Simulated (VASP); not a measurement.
Wanted: the native input for a VASP 6.6.1 run.

| Quantity | Value |
| --- | --- |
| Task | single point |
| Functional | PBEsol |
| Potentials or basis | VASP PAW PBE potentials, release 64 (Ta_pv, N) |
| Cutoff | 520 eV |
| k mesh | 12 × 12 × 4 |
| Occupations | gaussian, width 0.1 eV |
| Spin | no spin polarisation |
| Dipole correction | no |
| Further INCAR settings | LREAL = Auto; ALGO = Normal; EDIFF = 1e-06; NBANDS = 102 |

The structure of Ta5N6 lies in POSCAR:

```
Ta5N6
1.0
    5.2185424706      0.0000000000      0.0000000000
   -2.6092712353      4.5193903503      0.0000000000
    0.0000000000      0.0000000000     10.4463098170
Ta N
10 12
Direct
    0.3333333333      0.6666666667      0.0000000000
    0.6666666667      0.3333333333      0.5000000000
    0.6666666667      0.3333333333      0.0000000000
    0.3333333333      0.6666666667      0.5000000000
    0.3239752473      0.0000000000      0.2500000000
    0.3239752473      0.3239752473      0.7500000000
    0.0000000000      0.3239752473      0.2500000000
    0.6760247527      0.0000000000      0.7500000000
    0.6760247527      0.6760247527      0.2500000000
    0.0000000000      0.6760247527      0.7500000000
    0.3415230234      0.0000000000      0.6225797701
    0.3415230234      0.3415230234      0.1225797701
    0.0000000000      0.3415230234      0.6225797701
    0.6584769766      0.0000000000      0.1225797701
    0.6584769766      0.6584769766      0.6225797701
    0.0000000000      0.6584769766      0.1225797701
    0.0000000000      0.6584769766      0.3774202299
    0.6584769766      0.6584769766      0.8774202299
    0.6584769766      0.0000000000      0.3774202299
    0.0000000000      0.3415230234      0.8774202299
    0.3415230234      0.3415230234      0.3774202299
    0.3415230234      0.0000000000      0.8774202299
```

These files were run (other wordings do the same):

INCAR

```
SYSTEM = Ta5N6
PREC     = Accurate       ! precision mode
ENCUT    = 520            ! plane-wave cutoff, eV
EDIFF    = 1E-6           ! SCF threshold, eV
ISMEAR   = 0              ! smearing method
SIGMA    = 0.1            ! smearing width, eV
LREAL    = Auto         
LASPH    = .True.         ! aspherical terms in the spheres
NELM     = 60             ! most SCF steps
ALGO     = Normal         ! electronic algorithm
ISIF     = 2              ! what is computed and relaxed
LWAVE    = .False.        ! write WAVECAR
LCHARG   = .False.        ! write CHGCAR
GGA      = PS             ! functional
NBANDS   = 102            ! bands
```

KPOINTS

```
regular mesh
0
Gamma
  12 12 4
  0 0 0
```

Potentials or basis: VASP PAW PBE potentials, release 64 (Ta_pv, N).

Command:

```console
$ cat potpaw_PBE.64/Ta_pv/POTCAR potpaw_PBE.64/N/POTCAR > POTCAR
$ mpirun -np 1 vasp_std > vasp.out
```

Results of the run:

The pressure is -7.9 GPa. The largest force is 0.022 eV/Å and the band gap on the k mesh is zero (bands 85 and 86 overlap by 0.59 eV).

Caveat: the cell stands under tension; the PAW data sets were made with another functional, which shifts forces and pressure a little; spin-orbit coupling is left out, which moves the levels of the heavy elements.

Wall time 34 min on 1 thread of Intel(R) Xeon(R) 6975P-C (Granite Rapids) (shared host), peak memory 0.93 GiB.
